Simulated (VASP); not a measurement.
# WS2 (R3m) in VASP: a series of runs

Runs on WS2. Level: PBEsol. Tasks: single point.

All numbers are computed with VASP 6.6.1; they aren't measurements. Logs are shortened: lines on timing, memory, paths and dates and some standing lists are left out, and cuts for length are marked.

## (1) The cell of the first run

The structure is trigonal, space group R3m (No. 160). Conventional cell: a = 3.147 Å, b = 3.147 Å, c = 19.155 Å, α = 90.00°, β = 90.00°, γ = 120.00°. W (site symmetry 3m) has 6 S at 2.40 Å and 6 W at 3.15 Å within 3.2 Å. Within 3.2 Å of S (site symmetry 3m) lie 3 W at 2.40 Å and 7 S at 3.13 to 3.15 Å. Within 3.2 Å of S (site symmetry 3m) lie 3 W at 2.40 Å and 7 S at 3.13 to 3.15 Å.

## (2) Single point, PBEsol

The input, INCAR:

```
PREC = Accurate
ENCUT = 520
EDIFF = 1E-7
ISMEAR = 0
SIGMA = 0.02
LREAL = False
LASPH = True
NELM = 60
ALGO = Normal
ISIF = 2
LWAVE = False
LCHARG = False
GGA = PS
NBANDS = 49
```

The input, KPOINTS:

```
Automatic mesh
0
Gamma
  12 12 2
```

The input, POSCAR:

```
WS2
1.0
    3.1472785915      0.0000000000      0.0000000000
   -1.5736392957      2.7256232130      0.0000000000
    0.0000000000      0.0000000000     19.1549488428
W S
3 6
Direct
    0.6666666667      0.3333333333      0.3326615702
    0.3333333333      0.6666666667      0.6659949035
    0.0000000000      0.0000000000      0.9993282369
    0.3333333333      0.6666666667      0.2508537506
    0.6666666667      0.3333333333      0.0811180125
    0.0000000000      0.0000000000      0.5841870840
    0.3333333333      0.6666666667      0.4144513458
    0.6666666667      0.3333333333      0.9175204173
    0.0000000000      0.0000000000      0.7477846792
```

Potentials or basis: VASP PAW PBE potentials, release 64 (W_sv, S).

The run is started by

```console
$ cat potpaw_PBE.64/W_sv/POTCAR potpaw_PBE.64/S/POTCAR > POTCAR
$ mpirun -np 1 vasp_std > vasp.out
```

OUTCAR:

```text
PREC = Accurate
   ENCUT = 520
   EDIFF = 1E-7
   ISMEAR = 0
   LREAL = False
   LASPH = True
   NELM = 60
   ISIF = 2
   GGA = PS

 ion  position               nearest neighbor table
   1  0.667  0.333  0.333-   7 2.40   7 2.40   7 2.40   4 2.40   4 2.40   4 2.40
   2  0.333  0.667  0.666-   9 2.40   9 2.40   9 2.40   6 2.40   6 2.40   6 2.40
   3  0.000  0.000  0.999-   5 2.40   5 2.40   5 2.40   8 2.40   8 2.40   8 2.40
   4  0.333  0.667  0.251-   1 2.40   1 2.40   1 2.40
   5  0.667  0.333  0.081-   3 2.40   3 2.40   3 2.40
   6  0.000  0.000  0.584-   2 2.40   2 2.40   2 2.40
   7  0.333  0.667  0.414-   1 2.40   1 2.40   1 2.40
   8  0.667  0.333  0.918-   3 2.40   3 2.40   3 2.40
   9  0.000  0.000  0.748-   2 2.40   2 2.40   2 2.40

  LATTYP: Found a hexagonal cell.
 ALAT       =     3.1472785915
 C/A-ratio  =     6.0861942424

  Lattice vectors:

 A1 = (   3.1472785915,   0.0000000000,   0.0000000000)
 A2 = (  -1.5736392957,   2.7256232130,   0.0000000000)
 A3 = (   0.0000000000,   0.0000000000,  19.1549488428)

Analysis of symmetry for initial positions (statically):
=====================================================================
 Subroutine PRICEL returns following result:

  LATTYP: Found a trigonal (rhomboedric) cell.
 ALAT       =     6.6385084746
 COS(alpha) =     0.8876173285

  Lattice vectors:

 A1 = (   1.5736392956,  -0.9085410709,  -6.3849829489)
 A2 = (  -1.5736392955,  -0.9085410712,  -6.3849829450)
 A3 = (  -0.0000000001,   1.8170821421,  -6.3849829489)

   3 primitive cells build up your supercell.

 Routine SETGRP: Setting up the symmetry group for a
 hexagonal supercell.

 Subroutine GETGRP returns: Found  6 space group operations
 (whereof  6 operations were pure point group operations)
 out of a pool of 24 trial point group operations.

The static configuration has the point symmetry C_3v.

Analysis of symmetry for dynamics (positions and initial velocities):
=====================================================================
 Subroutine PRICEL returns following result:

  LATTYP: Found a trigonal (rhomboedric) cell.
 ALAT       =     6.6385084746
 COS(alpha) =     0.8876173285

  Lattice vectors:

 A1 = (   1.5736392956,  -0.9085410709,  -6.3849829489)
 A2 = (  -1.5736392955,  -0.9085410712,  -6.3849829450)
 A3 = (  -0.0000000001,   1.8170821421,  -6.3849829489)

   3 primitive cells build up your supercell.

 Routine SETGRP: Setting up the symmetry group for a
 hexagonal supercell.

 Subroutine GETGRP returns: Found  6 space group operations
 (whereof  6 operations were pure point group operations)
 out of a pool of 24 trial point group operations.

The dynamic configuration has the point symmetry C_3v.

 Subroutine INISYM returns: Found  6 space group operations
 (whereof  6 operations are pure point group operations),
 and found     3 'primitive' translations

----------------------------------------------------------------------------------------

                                     Primitive cell

  volume of cell :      54.7723

  direct lattice vectors                    reciprocal lattice vectors
     1.573639296 -0.908541071 -6.384982949     0.317734821 -0.183444284 -0.052205830
    -1.573639295 -0.908541071 -6.384982945    -0.317734821 -0.183444285 -0.052205830
    -0.000000000  1.817082142 -6.384982949    -0.000000000  0.366888569 -0.052205830

  length of vectors
     6.638508475  6.638508471  6.638508475     0.370584229  0.370584229  0.370584229

  position of ions in fractional coordinates (direct lattice)
     0.000671763  0.000671763  0.000671763
     0.415812916  0.415812916  0.415812916
     0.252215321  0.252215321  0.252215321

  ion indices of the primitive-cell ions
   primitive index   ion index
                 1           1
                 2           8
                 3           5

----------------------------------------------------------------------------------------

 KPOINTS: Automatic mesh

Automatic generation of k-mesh.
 Grid dimensions read from file:
 generate k-points for:   12   12    2

 Generating k-lattice:

  Cartesian coordinates                     Fractional coordinates (reciprocal lattice)
     0.026477902  0.015287024  0.000000000     0.083333333  0.000000000  0.000000000
     0.000000000  0.030574047  0.000000000     0.000000000  0.083333333  0.000000000
     0.000000000  0.000000000  0.026102915     0.000000000  0.000000000  0.500000000

  Length of vectors
     0.030574047  0.030574047  0.026102915

  Shift w.r.t. Gamma in fractional coordinates (k-lattice)
     0.000000000  0.000000000  0.000000000

 Subroutine IBZKPT returns following result:
 ===========================================

 Found     38 irreducible k-points:

 Following reciprocal coordinates:
            Coordinates               Weight
  0.000000  0.000000  0.000000      1.000000
  0.083333 -0.000000  0.000000      6.000000
  0.166667  0.000000  0.000000      6.000000
  0.250000 -0.000000  0.000000      6.000000
  0.333333  0.000000  0.000000      6.000000
  0.416667  0.000000  0.000000      6.000000
[... 16 lines left out ...]
  0.250000 -0.000000  0.500000      6.000000
  0.333333  0.000000  0.500000      6.000000
 [... further k-points ...]
   k-points           NKPTS =     38   k-points in BZ     NKDIM =     38   number of bands    NBANDS=     49
   number of dos      NEDOS =    301   number of ions     NIONS =      9
   total plane-waves  NPLWV =  82944
   dimension x,y,z NGX =    24 NGY =   24 NGZ =  144
   dimension x,y,z NGXF=    48 NGYF=   48 NGZF=  288
   ions per type =               3   6
   NGX,Y,Z   is equivalent  to a cutoff of  12.68, 12.68, 12.50 a.u.
   NGXF,Y,Z  is equivalent  to a cutoff of  25.35, 25.35, 25.00 a.u.
 SYSTEM =  unknown system
   PREC   = accura    normal or accurate (medium, high low for compatibility)
   ISTART =      0    job   : 0-new  1-cont  2-samecut
   ICHARG =      2    charge: 1-file 2-atom 10-const
   ISPIN  =      1    spin polarized calculation?
   LNONCOLLINEAR =      F non collinear calculations
   LSORBIT =      F    spin-orbit coupling
   LASPH  =      T    aspherical Exc in radial PAW
   ENCUT  =  520.0 eV  38.22 Ry    6.18 a.u.   5.85  5.85 35.62*2*pi/ulx,y,z
   NELM   =     60;   NELMIN=  2; NELMDL= -5     # of ELM steps
   EDIFF  = 0.1E-06   stopping-criterion for ELM
   LREAL  =      F    real-space projection
   EDIFFG = 0.1E-05   stopping-criterion for IOM
   NSW    =      0    number of steps for IOM
   IBRION =     -1    ionic relax: 0-MD 1-quasi-New 2-CG
   NFREE  =      0    steps in history (QN), initial steepest desc. (CG)
   ISIF   =      2    stress and relaxation
   ISYM   =      2    0-nonsym 1-usesym 2-fastsym
   POTIM  = 0.5000    time-step for ionic-motion
   TEBEG  =    0.0;   TEEND  =   0.0 temperature during run
   PSTRESS=    0.0 pullay stress
   NELECT =      78.0000    total number of electrons
   NUPDOWN=      -1.0000    fix difference up-down
   EMIN   =  10.00;   EMAX   =-10.00  energy-range for DOS
   EFERMI =   0.00;   METHOD = LEGACY
   ISMEAR =     0;   SIGMA  =   0.02  broadening in eV -4-tet -1-fermi 0-gaus
   EFERMI_NEDOS =   21; number of points for ismear=-14 and -15
   IALGO  =     38    algorithm
   IMIX   =      4    mixing-type and parameters
     AMIX     =   0.40;   BMIX     =  1.00
     AMIX_MAG =   1.60;   BMIX_MAG =  1.00
  volume/ion in A,a.u.               =      18.26       123.21
  Fermi-wavevector in a.u.,A,eV,Ry     =   1.277063  2.413299 22.189609  1.630890
  Thomas-Fermi vector in A             =   2.409684
   LORBIT       =      0    0 simple, 1 ext, 2 COOP (PROOUT), +10 PAW based schemes
   GGA     = PS    functional components
   LHFCALC =     F    Hartree Fock is set to
   AEXX    =    0.0000 exact exchange contribution
   IVDW    =     0    specifies the selected vdW correction
   LEPSILON=     F    determine dielectric tensor
   LRPA    =     F    only Hartree local field effects (RPA)
 non-spin polarized calculation
 Gauss-broadening in eV      SIGMA  =   0.02
  energy-cutoff  :      520.00
  volume of cell :      164.32
 maximum number of plane-waves:      4450
 NGX is ok and might be reduce to    24
   NGX = 11   NGY = 11   NGZ = 71

 number of electron      77.9999987 magnetization

 Free energy of the ion-electron system (eV)
  ---------------------------------------------------
  ext. energy  EPLUGINS =         0.00000000
  ---------------------------------------------------
  free energy    TOTEN  =       -75.82083302 eV

  energy without entropy =      -75.82083302  energy(sigma->0) =      -75.82083302

 E-fermi :   7.0793     XC(G=0): -10.8923

 val. band max:        6.8801092276   @ k =   0.0000   0.0000   0.5000
 cond. band min:       8.0544561443   @ k =   0.1667   0.1667   0.0000
 fundamental gap:      1.1743469167
 Fermi energy:         7.0792722645

 k-point     1 :       0.0000    0.0000    0.0000
  band No.  band energies     occupation
      1     -67.5336      2.00000
      2     -67.5336      2.00000
      3     -67.5336      2.00000
      4     -31.8120      2.00000
      5     -31.8120      2.00000
      6     -31.8120      2.00000
[... 41 lines left out ...]
     48       9.5194      0.00000
     49       9.5619      0.00000

 k-point     2 :       0.0833   -0.0000    0.0000
  band No.  band energies     occupation
      1     -67.5323      2.00000
      2     -67.5322      2.00000
      3     -67.5322      2.00000
      4     -31.8073      2.00000
      5     -31.8073      2.00000
      6     -31.8073      2.00000
[... 41 lines left out ...]
     48       9.4535      0.00000
     49       9.5758      0.00000

 k-point     3 :       0.1667    0.0000    0.0000
  band No.  band energies     occupation
      1     -67.5286      2.00000
      2     -67.5286      2.00000
      3     -67.5286      2.00000
      4     -31.7944      2.00000
      5     -31.7944      2.00000
      6     -31.7944      2.00000
[... 1081 lines left out ...]
     48       9.8535      0.00000
     49      10.6039      0.00000

 k-point    24 :       0.3333    0.0000    0.5000
  band No.  band energies     occupation
      1     -67.5187      2.00000
      2     -67.5187      2.00000
      3     -67.5187      2.00000
      4     -31.9029      2.00000
      5     -31.9029      2.00000
      6     -31.9029      2.00000
[... 41 lines left out ...]
     48      10.3227      0.00000
     49      10.8400      0.00000

 [... further k-points ...]

------------------------ aborting loop because EDIFF is reached ----------------------------------------

  FORCE on cell =-STRESS in cart. coord.  units (eV):
  Direction    XX          YY          ZZ          XY          YZ          ZX
  --------------------------------------------------------------------------------------
  -------------------------------------------------------------------------------------
  Total        0.1064909      0.1064909      0.1155890      0.0000000      0.0000000      0.0000000
  in kB        1.0383439      1.0383439      1.1270551      0.0000000      0.0000000      0.0000000
  external PRESSURE =       1.0679143 kB  Pullay stress =       0.0000000 kB

 VOLUME and BASIS-vectors are now :
 -----------------------------------------------------------------------------
  energy-cutoff  :      520.00
  volume of cell :      164.32
      direct lattice vectors                 reciprocal lattice vectors
     3.147278592  0.000000000  0.000000000     0.317734821  0.183444284  0.000000000
    -1.573639296  2.725623213  0.000000000     0.000000000  0.366888569  0.000000000
     0.000000000  0.000000000 19.154948843     0.000000000  0.000000000  0.052205830

 POSITION                                       TOTAL-FORCE (eV/Angst)
 -----------------------------------------------------------------------------------
      1.57364      0.90854      6.37212         0.000000     -0.000000     -0.000117
     -0.00000      1.81708     12.75710         0.000000     -0.000000     -0.000117
      0.00000      0.00000     19.14208        -0.000000     -0.000000     -0.000117
     -0.00000      1.81708      4.80509         0.000000     -0.000000     -0.021427
      1.57364      0.90854      1.55381        -0.000000      0.000000      0.021544
      0.00000      0.00000     11.19007        -0.000000     -0.000000     -0.021427
     -0.00000      1.81708      7.93879         0.000000      0.000000      0.021544
      1.57364      0.90854     17.57506         0.000000     -0.000000     -0.021427
      0.00000      0.00000     14.32378        -0.000000      0.000000      0.021544
 -----------------------------------------------------------------------------------
    total drift:                                0.000000      0.000000     -0.000085

  FREE ENERGIE OF THE ION-ELECTRON SYSTEM (eV)
  ---------------------------------------------------
  free  energy   TOTEN  =       -75.8208330223 eV

  energy  without entropy=      -75.8208330223  energy(sigma->0) =      -75.82083302
```

Wall time 3.3 min (1 thread of Intel Xeon Platinum 8488C (Sapphire Rapids), shared host); peak memory 0.39 GiB.

Results:

| Quantity | Value |
| --- | --- |
| Free energy | -75.8208 eV |
| Pressure | 0.1 GPa |
| Largest force | 0.022 eV/Å |
| Band gap on the k mesh | 1.17 eV |

Forces in eV/Å, atoms in the order of the input:
```
W    0.000  0.000  0.000
W    0.000  0.000  0.000
W    0.000  0.000  0.000
S    0.000  0.000 -0.021
S    0.000  0.000  0.022
S    0.000  0.000 -0.021
S    0.000  0.000  0.022
S    0.000  0.000 -0.021
S    0.000  0.000  0.022
```

Levels at points of the mesh, in eV from the valence-band top:
```csv
k point,band 35,band 36,band 37,band 38,band 39,band 40,band 41,band 42,band 43,band 44
"(0.00, 0.00, 0.00)",-2.08,-1.68,-1.11,-0.15,-0.15,2.44,2.44,2.48,2.48,2.48
"(0.50, 0.00, 0.00)",-1.68,-1.68,-1.52,-1.52,-1.42,2.48,2.50,2.50,2.84,2.84
"(0.00, 0.00, 0.50)",-2.07,-2.07,-0.59,-0.59,0.00,2.45,2.45,2.45,2.45,2.50
"(0.50, 0.00, 0.50)",-1.74,-1.64,-1.56,-1.45,-1.45,2.49,2.49,2.51,2.79,2.92
```

Caveat: the PAW data sets were made with another functional, which shifts forces and pressure a little; spin-orbit coupling is left out, which moves the levels of the heavy elements; this functional lacks dispersion, which binds layers or chains, so the pressure and a relaxed spacing across them are unreliable. A k mesh can miss the band edges.

## (3) Single point, PBEsol

The input, INCAR:

```
SYSTEM = WS2
PREC = Accurate
ENCUT = 520
EDIFF = 1E-7
ISMEAR = 0
SIGMA = 0.02
LREAL = .FALSE.
LASPH = .TRUE.
NELM = 100
ALGO = Normal
ISIF = 2
LWAVE = .FALSE.
LCHARG = .FALSE.
GGA = PS
NBANDS = 49
```

The input, KPOINTS:

```
regular mesh
0
G
  12 12 2
  0 0 0
```

POSCAR is that of step 2.

Potentials or basis: VASP PAW PBE potentials, release 64 (W_sv, S).

The run is started by

```console
$ cat potpaw_PBE.64/W_sv/POTCAR potpaw_PBE.64/S/POTCAR > POTCAR
$ mpirun -np 1 vasp_std > vasp.out
```

It took 3.3 min on 1 thread of Intel Xeon Platinum 8488C (Sapphire Rapids), shared host; peak memory 0.39 GiB.

The run converged. Its results:

| Property | Result |
| --- | --- |
| Free energy | -75.8208 eV |
| Pressure | 0.1 GPa |
| Largest force | 0.022 eV/Å |
| Band gap on the k mesh | 1.17 eV |

Forces in eV/Å, atoms in the order of the input:
```
W    0.000  0.000  0.000
W    0.000  0.000  0.000
W    0.000  0.000  0.000
S    0.000  0.000 -0.021
S    0.000  0.000  0.022
S    0.000  0.000 -0.021
S    0.000  0.000  0.022
S    0.000  0.000 -0.021
S    0.000  0.000  0.022
```

Levels at points of the mesh, in eV from the valence-band top:
| k point | band 37 | band 38 | band 39 | band 40 | band 41 | band 42 |
| --- | --- | --- | --- | --- | --- | --- |
| (0.00, 0.00, 0.00) | -1.11 | -0.15 | -0.15 | 2.44 | 2.44 | 2.48 |
| (0.50, 0.00, 0.00) | -1.52 | -1.52 | -1.42 | 2.48 | 2.50 | 2.50 |
| (0.00, 0.00, 0.50) | -0.59 | -0.59 | 0.00 | 2.45 | 2.45 | 2.45 |
| (0.50, 0.00, 0.50) | -1.56 | -1.45 | -1.45 | 2.49 | 2.49 | 2.51 |

Caveat: the PAW data sets were made with another functional, which shifts forces and pressure a little; spin-orbit coupling is left out, which moves the levels of the heavy elements; this functional lacks dispersion, which binds layers or chains, so the pressure and a relaxed spacing across them are unreliable. A k mesh can miss the band edges.
